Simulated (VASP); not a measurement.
# Mg16C in VASP: a series of runs

Mg16C is run at these levels: LDA; tasks: single point.

All numbers are computed with VASP 6.6.1; they aren't measurements. Logs are shortened: lines on timing, memory, paths and dates and some standing lists are left out, and cuts for length are marked.

### Step 1. The cell of the first run

The cell holds a slab with vacuum, 17 atoms: a = 6.293 Å, b = 6.293 Å, c = 23.061 Å, α = 90.00°, β = 90.00°, γ = 120.00°.

### Step 2. Single point, LDA

INCAR

```
SYSTEM = Mg16C
ALGO = Fast
DIPOL = 0.5 0.5 0.350
EDIFF = 1E-6
ENCUT = 520
IDIPOL = 3
ISIF = 2
ISMEAR = 0
LASPH = .True.
LCHARG = .False.
LDIPOL = .True.
LREAL = Auto
LWAVE = .False.
NBANDS = 32
NELM = 60
PREC = Accurate
SIGMA = 0.1
```

KPOINTS

```
k-points
0
Gamma
  6 6 1
  0 0 0
```

POSCAR

```
Mg16C
1.0
    6.2932257366      0.0000000000      0.0000000000
   -3.1466128683      5.4500933597      0.0000000000
    0.0000000000      0.0000000000     23.0605952337
Mg C
16 1
Direct
    0.3333333333      0.1666666666      0.1734560604
    0.3333333333      0.6666666667      0.1734560604
    0.8333333333      0.1666666666      0.1734560604
    0.8333333333      0.6666666667      0.1734560604
    0.1666666667      0.3333333334      0.2827092823
    0.1666666667      0.8333333334      0.2827092823
    0.6666666667      0.3333333333      0.2827092823
    0.6666666667      0.8333333334      0.2827092823
    0.3333333333      0.1666666666      0.3902185413
    0.3333333333      0.6666666667      0.3902185413
    0.8333333333      0.1666666666      0.3902185413
    0.8333333333      0.6666666667      0.3902185413
    0.1666666667      0.3333333334      0.5013138263
    0.1666666667      0.8333333334      0.5013138263
    0.6666666667      0.3333333333      0.5013138263
    0.6666666667      0.8333333334      0.5013138263
    0.1666666667      0.5833333333      0.5531435805
```

Potentials or basis: VASP PAW LDA potentials, release 64 (Mg, C).

On the command line:

```console
> cat potpaw_LDA.64/Mg/POTCAR potpaw_LDA.64/C/POTCAR > POTCAR
> mpirun -np 1 vasp_std > vasp.out
```

OUTCAR:

```text
SYSTEM = Mg16C
   EDIFF = 1E-6
   ENCUT = 520
   ISIF = 2
   ISMEAR = 0
   LASPH = .True.
   LREAL = Auto
   NELM = 60
   PREC = Accurate

 ion  position               nearest neighbor table
   1  0.333  0.167  0.173-   6 3.11   5 3.11   7 3.11   2 3.15   4 3.15   3 3.15   3 3.15   4 3.15
                             2 3.15
   2  0.333  0.667  0.173-   6 3.11   5 3.11   8 3.11   1 3.15   3 3.15   4 3.15   4 3.15   3 3.15
                             1 3.15
   3  0.833  0.167  0.173-   8 3.11   7 3.11   5 3.11   4 3.15   2 3.15   1 3.15   1 3.15   2 3.15
                             4 3.15
   4  0.833  0.667  0.173-   8 3.11   6 3.11   7 3.11   3 3.15   1 3.15   2 3.15   2 3.15   1 3.15
                             3 3.15
   5  0.167  0.333  0.283-  10 3.07   9 3.07  11 3.07   2 3.11   1 3.11   3 3.11   7 3.15   6 3.15
                             6 3.15   8 3.15   8 3.15   7 3.15
   6  0.167  0.833  0.283-   9 3.07  10 3.07  12 3.07   1 3.11   2 3.11   4 3.11   7 3.15   8 3.15
                             8 3.15   5 3.15   5 3.15   7 3.15
   7  0.667  0.333  0.283-  11 3.07   9 3.07  12 3.07   3 3.11   1 3.11   4 3.11   8 3.15   5 3.15
                             6 3.15   5 3.15   6 3.15   8 3.15
   8  0.667  0.833  0.283-  11 3.07  12 3.07  10 3.07   3 3.11   4 3.11   2 3.11   7 3.15   6 3.15
                             6 3.15   5 3.15   5 3.15   7 3.15
   9  0.333  0.167  0.390-   6 3.07   5 3.07   7 3.07  14 3.14  13 3.14  15 3.14  10 3.15  12 3.15
                            11 3.15  11 3.15  12 3.15  10 3.15
  10  0.333  0.667  0.390-   6 3.07   5 3.07   8 3.07  14 3.14  13 3.14  16 3.14   9 3.15  11 3.15
                            12 3.15  12 3.15  11 3.15   9 3.15
  11  0.833  0.167  0.390-   8 3.07   7 3.07   5 3.07  16 3.14  15 3.14  13 3.14  12 3.15  10 3.15
                             9 3.15   9 3.15  10 3.15  12 3.15
  12  0.833  0.667  0.390-   8 3.07   6 3.07   7 3.07  16 3.14  14 3.14  15 3.14  11 3.15   9 3.15
                            10 3.15  10 3.15   9 3.15  11 3.15
  13  0.167  0.333  0.501-  17 1.98  10 3.14   9 3.14  11 3.14  15 3.15  14 3.15  14 3.15  16 3.15
                            16 3.15  15 3.15
  14  0.167  0.833  0.501-  17 1.98   9 3.14  10 3.14  12 3.14  15 3.15  16 3.15  16 3.15  13 3.15
                            13 3.15  15 3.15
  15  0.667  0.333  0.501-  11 3.14   9 3.14  12 3.14  16 3.15  13 3.15  14 3.15  13 3.15  14 3.15
                            16 3.15
  16  0.667  0.833  0.501-  11 3.14  12 3.14  10 3.14  15 3.15  14 3.15  14 3.15  13 3.15  13 3.15
                            15 3.15
  17  0.167  0.583  0.553-  13 1.98  14 1.98

  LATTYP: Found a hexagonal cell.
 ALAT       =     6.2932257366
 C/A-ratio  =     3.6643521461

  Lattice vectors:

 A1 = (   6.2932257366,   0.0000000000,   0.0000000000)
 A2 = (  -3.1466128683,   5.4500933597,   0.0000000000)
 A3 = (   0.0000000000,   0.0000000000,  23.0605952337)

Analysis of symmetry for initial positions (statically):
=====================================================================
 Subroutine PRICEL returns:
 Original cell was already a primitive cell.

 Routine SETGRP: Setting up the symmetry group for a
 hexagonal supercell.

 Subroutine GETGRP returns: Found  2 space group operations
 (whereof  2 operations were pure point group operations)
 out of a pool of 24 trial point group operations.

The static configuration has the point symmetry C_1h.

Analysis of symmetry for dynamics (positions and initial velocities):
=====================================================================
 Subroutine PRICEL returns:
 Original cell was already a primitive cell.

 Routine SETGRP: Setting up the symmetry group for a
 hexagonal supercell.

 Subroutine GETGRP returns: Found  2 space group operations
 (whereof  2 operations were pure point group operations)
 out of a pool of 24 trial point group operations.

The dynamic configuration has the point symmetry C_1h.

 Subroutine INISYM returns: Found  2 space group operations
 (whereof  2 operations are pure point group operations),
 and found     1 'primitive' translations

----------------------------------------------------------------------------------------

                                     Primitive cell

  volume of cell :     790.9477

  direct lattice vectors                    reciprocal lattice vectors
     6.293225737  0.000000000  0.000000000     0.158901022  0.091741548  0.000000000
    -3.146612868  5.450093360  0.000000000     0.000000000  0.183483095  0.000000000
     0.000000000  0.000000000 23.060595234     0.000000000  0.000000000  0.043364015

  length of vectors
     6.293225737  6.293225737 23.060595234     0.183483095  0.183483095  0.043364015

  position of ions in fractional coordinates (direct lattice)
     0.333333333  0.166666667  0.173456060
     0.333333333  0.666666667  0.173456060
     0.833333333  0.166666667  0.173456060
     0.833333333  0.666666667  0.173456060
[... 87 lines left out ...]
   PSTRESS=    0.0 pullay stress
   NELECT =      36.0000    total number of electrons
   NUPDOWN=      -1.0000    fix difference up-down
   EMIN   =  10.00;   EMAX   =-10.00  energy-range for DOS
   EFERMI =   0.00;   METHOD = LEGACY
   ISMEAR =     0;   SIGMA  =   0.10  broadening in eV -4-tet -1-fermi 0-gaus
   EFERMI_NEDOS =   21; number of points for ismear=-14 and -15
   IALGO  =     68    algorithm
   IMIX   =      4    mixing-type and parameters
     AMIX     =   0.40;   BMIX     =  1.00
     AMIX_MAG =   1.60;   BMIX_MAG =  1.00
  volume/ion in A,a.u.               =      46.53       313.98
  Fermi-wavevector in a.u.,A,eV,Ry     =   0.584512  1.104567  4.648481  0.341654
  Thomas-Fermi vector in A             =   1.630236
   LORBIT       =      0    0 simple, 1 ext, 2 COOP (PROOUT), +10 PAW based schemes
   GGA     = CA    functional components
   LHFCALC =     F    Hartree Fock is set to
   AEXX    =    0.0000 exact exchange contribution
   IVDW    =     0    specifies the selected vdW correction
   LEPSILON=     F    determine dielectric tensor
   LRPA    =     F    only Hartree local field effects (RPA)
 non-spin polarized calculation
 RMM-DIIS sequential band-by-band and
 Gauss-broadening in eV      SIGMA  =   0.10
  energy-cutoff  :      520.00
  volume of cell :      790.95
 maximum number of plane-waves:     21343
 NGX is ok and might be reduce to    48
   NGX = 23   NGY = 23   NGZ = 85

 dipolmoment           0.000000      0.000000     -0.404686 electrons x Angstroem

 number of electron      36.0000000 magnetization

 dipolmoment           0.000000      0.000000      0.247482 electrons x Angstroem

 Free energy of the ion-electron system (eV)
  ---------------------------------------------------
  ext. energy  EPLUGINS =         0.00000000
  ---------------------------------------------------
  free energy    TOTEN  =       -31.75523581 eV

  energy without entropy =      -31.70585720  energy(sigma->0) =      -31.73054651

 E-fermi :  -1.2496     XC(G=0):  -4.7435

 val. band max:       -1.2723905399   @ k =   0.0000   0.5000   0.0000
 cond. band min:      -1.2483049543   @ k =   0.0000   0.0000   0.0000
 fundamental gap:      0.0240855856
 Fermi energy:        -1.2496252970

 k-point     1 :       0.0000    0.0000    0.0000
  band No.  band energies     occupation
      1      -9.9128      2.00000
      2      -7.9928      2.00000
      3      -6.9612      2.00000
      4      -5.4982      2.00000
      5      -3.6484      2.00000
      6      -3.2653      2.00000
[... 22 lines left out ...]
     29       0.8990      0.00000
     30       0.9128      0.00000

 k-point     2 :       0.1667    0.0000    0.0000
  band No.  band energies     occupation
      1      -9.8960      2.00000
      2      -7.8571      2.00000
      3      -6.8377      2.00000
      4      -5.4039      2.00000
      5      -4.6036      2.00000
      6      -3.8662      2.00000
[... 355 lines left out ...]
 k-point    13 :       0.3333    0.3333    0.0000
  band No.  band energies     occupation
      1      -9.8365      2.00000
      2      -6.3886      2.00000
      3      -6.3871      2.00000
      4      -6.3193      2.00000
      5      -5.5418      2.00000
      6      -5.5278      2.00000
[... 22 lines left out ...]
     29       1.7969      0.00000
     30       1.8843      0.00000
 [bands above 30 left out]

------------------------ aborting loop because EDIFF is reached ----------------------------------------

 vacuum level on the upper side and lower side of the slab       (xc-potential included)         0.569        -0.678

  FORCE on cell =-STRESS in cart. coord.  units (eV):
  Direction    XX          YY          ZZ          XY          YZ          ZX
  --------------------------------------------------------------------------------------
  -------------------------------------------------------------------------------------
  Total       -4.9553049     -1.0650778      0.8750782     -3.3690355      0.2439216      0.4224846
  in kB      -10.0376766     -2.1574670      1.7725956     -6.8244617      0.4940980      0.8558028
  external PRESSURE =      -3.4741827 kB  Pullay stress =       0.0000000 kB

 VOLUME and BASIS-vectors are now :
 -----------------------------------------------------------------------------
  energy-cutoff  :      520.00
  volume of cell :      790.95
      direct lattice vectors                 reciprocal lattice vectors
     6.293225737  0.000000000  0.000000000     0.158901022  0.091741548  0.000000000
    -3.146612868  5.450093360  0.000000000     0.000000000  0.183483095  0.000000000
     0.000000000  0.000000000 23.060595234     0.000000000  0.000000000  0.043364015

 POSITION                                       TOTAL-FORCE (eV/Angst)
 -----------------------------------------------------------------------------------
      1.57331      0.90835      4.00000        -0.018442     -0.010647     -0.061147
     -0.00000      3.63340      4.00000        -0.020317     -0.011730     -0.048928
      4.71992      0.90835      4.00000         0.005533      0.018282     -0.032841
      3.14661      3.63340      4.00000         0.018599     -0.004349     -0.032841
      0.00000      1.81670      6.51944        -0.011727     -0.016442     -0.002923
     -1.57331      4.54174      6.51944        -0.020103     -0.001935     -0.002923
[... 9 lines left out ...]
      1.57331      4.54174     11.56060        -0.621669     -0.358921      0.316344
     -0.78665      3.17922     12.75582         0.100062      0.057771      0.038591
 -----------------------------------------------------------------------------------
    total drift:                                0.000201      0.000116      0.007529

  FREE ENERGIE OF THE ION-ELECTRON SYSTEM (eV)
  ---------------------------------------------------
  free  energy   TOTEN  =       -31.7552358149 eV

  energy  without entropy=      -31.7058571965  energy(sigma->0) =      -31.73054651

 vacuum level on the upper side and lower side of the slab         3.933         2.602
```

Run time: 22 min. Hardware: 1 thread of Oxide Virtual Turin-like, shared host; peak memory 0.65 GiB.

What came out:

- Free energy: -31.7552 eV
- Largest force: 1.086 eV/Å
- Band gap on the k mesh: zero (bands 18 and 19 overlap by 0.80 eV)

Forces on the atoms (eV/Å):
```
Mg  -0.018 -0.011 -0.061
Mg  -0.020 -0.012 -0.049
Mg   0.006  0.018 -0.033
Mg   0.019 -0.004 -0.033
Mg  -0.012 -0.016 -0.003
Mg  -0.020 -0.002 -0.003
Mg   0.010  0.006 -0.025
Mg   0.018  0.010 -0.025
Mg   0.036  0.021  0.151
Mg   0.000  0.000  0.060
Mg  -0.030 -0.065  0.046
Mg  -0.071  0.007  0.046
Mg   0.528 -0.879 -0.357
Mg  -0.497  0.897 -0.357
Mg   0.575  0.332  0.287
Mg  -0.622 -0.359  0.316
C    0.100  0.058  0.039
```

### Step 3. Single point, LDA

INCAR

```
PREC = Accurate
ENCUT = 520
EDIFF = 1E-6
ISMEAR = 0
SIGMA = 0.1
LREAL = Auto
LASPH = True
NELM = 60
ALGO = Fast
ISIF = 2
LWAVE = False
LCHARG = False
LDIPOL = True
IDIPOL = 3
DIPOL = 0.5 0.5 0.351
GGA = CA
NBANDS = 32
```

KPOINTS

```
Automatic mesh
0
Gamma
  6 6 1
```

POSCAR

```
Mg16C
1.0
    6.2932257366      0.0000000000      0.0000000000
   -3.1466128683      5.4500933597      0.0000000000
    0.0000000000      0.0000000000     23.0605952337
Mg C
16 1
Direct
    0.3333333333      0.1666666667      0.1734560604
    0.3333333334      0.6666666667      0.1734560604
    0.8333333334      0.1666666667      0.1734560604
    0.8333333333      0.6666666667      0.1734560604
    0.1666666667      0.3333333333      0.2827092823
    0.1666666667      0.8333333333      0.2827092823
    0.6666666666      0.3333333333      0.2827092823
    0.6666666666      0.8333333333      0.2827092823
    0.3333333333      0.1666666667      0.3902185413
    0.3333333334      0.6666666667      0.3902185413
    0.8333333334      0.1666666667      0.3902185413
    0.8333333333      0.6666666667      0.3902185413
    0.1666666667      0.3333333333      0.5013138263
    0.1666666667      0.8333333333      0.5013138263
    0.6666666666      0.3333333333      0.5013138263
    0.6666666666      0.8333333333      0.5013138263
    0.2500000000      0.5000000000      0.5760525428
```

Potentials or basis: VASP PAW LDA potentials, release 64 (Mg, C).

On the command line:

```console
> cat potpaw_LDA.64/Mg/POTCAR potpaw_LDA.64/C/POTCAR > POTCAR
> mpirun -np 1 vasp_std > vasp.out
```

Run time: 15 min. Hardware: 1 thread of Oxide Virtual Turin-like, shared host; peak memory 0.63 GiB.

It converged, with:

| Property | Result |
| --- | --- |
| Free energy | -30.4108 eV |
| Largest force | 1.824 eV/Å |
| Band gap on the k mesh | zero (bands 18 and 19 overlap by 0.59 eV) |

Forces in eV/Å, atoms in the order of the input:
```
Mg   0.007 -0.017 -0.053
Mg   0.000  0.018 -0.069
Mg  -0.007 -0.017 -0.053
Mg   0.000 -0.001 -0.069
Mg   0.000 -0.043 -0.052
Mg  -0.017  0.032 -0.019
Mg   0.000 -0.029 -0.030
Mg   0.017  0.032 -0.019
Mg   0.034 -0.028  0.083
Mg   0.000  0.009  0.004
Mg  -0.034 -0.028  0.083
Mg   0.000  0.013  0.146
Mg   0.000 -0.955 -1.436
Mg   0.412 -0.481  0.591
Mg   0.000  0.153  0.254
Mg  -0.412 -0.481  0.591
C    0.000  1.824  0.048
```

Levels at points of the mesh, in eV from the Fermi level:
| k point | band 16 | band 17 | band 18 | band 19 | band 20 | band 21 |
| --- | --- | --- | --- | --- | --- | --- |
| (0.00, 0.00, 0.00) | -1.06 | -1.05 | -0.61 | -0.42 | -0.33 | -0.02 |
| (0.50, 0.00, 0.00) | -0.20 | -0.04 | 0.17 | 0.58 | 1.00 | 1.08 |
| (0.00, 0.50, 0.00) | -0.24 | -0.01 | 0.17 | 0.58 | 0.97 | 1.14 |

### Step 4. Single point, LDA

INCAR

```
SYSTEM = Mg16C
PREC     = Accurate       ! precision mode
ENCUT    = 520            ! plane-wave cutoff, eV
EDIFF    = 1E-7           ! SCF threshold, eV
ISMEAR   = 0              ! smearing method
SIGMA    = 0.1            ! smearing width, eV
LREAL    = Auto         
LASPH    = .TRUE.         ! aspherical terms in the spheres
NELM     = 80             ! most SCF steps
ALGO     = Fast           ! electronic algorithm
ISIF     = 2              ! what is computed and relaxed
LWAVE    = .FALSE.        ! write WAVECAR
LCHARG   = .TRUE.         ! write CHGCAR
LDIPOL   = .TRUE.       
IDIPOL   = 3            
DIPOL    = 0.5 0.5 0.351
LELF     = .TRUE.         ! ELF
LVHAR    = .TRUE.       
LVACPOTAV= .TRUE.       
NBANDS   = 32             ! bands
```

KPOINTS

```
Automatic mesh
0
G
  6 6 1
  0 0 0
```

POSCAR

```
Mg16C
1.0
    6.2932257366      0.0000000000      0.0000000000
   -3.1466128683      5.4500933597      0.0000000000
    0.0000000000      0.0000000000     23.0605952337
Mg C
16 1
Direct
    0.3333333333      0.1666666666      0.1734560604
    0.3333333333      0.6666666667      0.1734560604
    0.8333333333      0.1666666667      0.1734560604
    0.8333333333      0.6666666666      0.1734560604
    0.1666666667      0.3333333334      0.2827092823
    0.1666666667      0.8333333334      0.2827092823
    0.6666666667      0.3333333333      0.2827092823
    0.6666666667      0.8333333334      0.2827092823
    0.3333333333      0.1666666666      0.3902185413
    0.3333333333      0.6666666667      0.3902185413
    0.8333333333      0.1666666667      0.3902185413
    0.8333333333      0.6666666666      0.3902185413
    0.1666666667      0.3333333334      0.5013138263
    0.1666666667      0.8333333334      0.5013138263
    0.6666666667      0.3333333333      0.5013138263
    0.6666666667      0.8333333334      0.5013138263
    0.3333333333      0.4166666666      0.5761693121
```

On the command line:

```console
> cat potpaw_LDA.64/Mg/POTCAR potpaw_LDA.64/C/POTCAR > POTCAR
> mpirun -np 1 vasp_std > vasp.out
```

Run time: 21 min. Hardware: 1 thread of Oxide Virtual Turin-like, shared host; peak memory 0.64 GiB.

The run converged. Its results:

- Free energy: -30.3857 eV
- Largest force: 1.739 eV/Å
- Band gap on the k mesh: zero (bands 18 and 19 overlap by 0.59 eV)

Forces on the atoms (eV/Å):
```
Mg   0.008 -0.025 -0.055
Mg  -0.018  0.019 -0.055
Mg  -0.003 -0.002 -0.069
Mg   0.013  0.008 -0.078
Mg  -0.013 -0.008 -0.053
Mg   0.004  0.002 -0.020
Mg   0.015 -0.019 -0.021
Mg  -0.009  0.022 -0.021
Mg   0.023 -0.016  0.002
Mg  -0.003  0.028  0.002
Mg  -0.038 -0.022  0.146
Mg   0.023  0.013  0.144
Mg  -0.836 -0.483 -1.403
Mg   0.099  0.057  0.264
Mg  -0.599  0.149  0.583
Mg  -0.171 -0.593  0.583
C    1.505  0.869  0.051
```

Levels at points of the mesh, in eV from the Fermi level:
```tsv
k point	band 15	band 16	band 17	band 18	band 19	band 20	band 21	band 22
(0.00, 0.00, 0.00)	-1.10	-1.10	-1.06	-0.61	-0.43	-0.18	-0.14	0.34
(0.50, 0.00, 0.00)	-0.95	-0.25	-0.02	0.16	0.58	0.97	1.25	1.28
(0.00, 0.50, 0.00)	-0.95	-0.21	-0.05	0.16	0.57	0.96	1.16	1.43
```

### Step 5. The runs side by side

| cell | gap on the mesh (eV) | largest force (eV/Å) |
| --- | --- | --- |
| a = 6.293, b = 6.293, c = 23.061 Å, angles 90.0, 90.0, 120.0°, 17 atoms, atomic positions A | none | 1.09 |
| a = 6.293, b = 6.293, c = 23.061 Å, angles 90.0, 90.0, 120.0°, 17 atoms, atomic positions B | none | 1.82 |
| a = 6.293, b = 6.293, c = 23.061 Å, angles 90.0, 90.0, 120.0°, 17 atoms, atomic positions C | none | 1.74 |

Alike in all rows: task single point; level LDA; potentials or basis VASP PAW LDA potentials, release 64 (Mg, C); no spin polarisation; k mesh 6 × 6 × 1; cutoff (eV) 520; smearing gaussian 0.1 eV.

Absolute energies hang on the potentials; compare differences alone.

The gap in the log of VASP goes by the Fermi energy; the results here count the filled bands.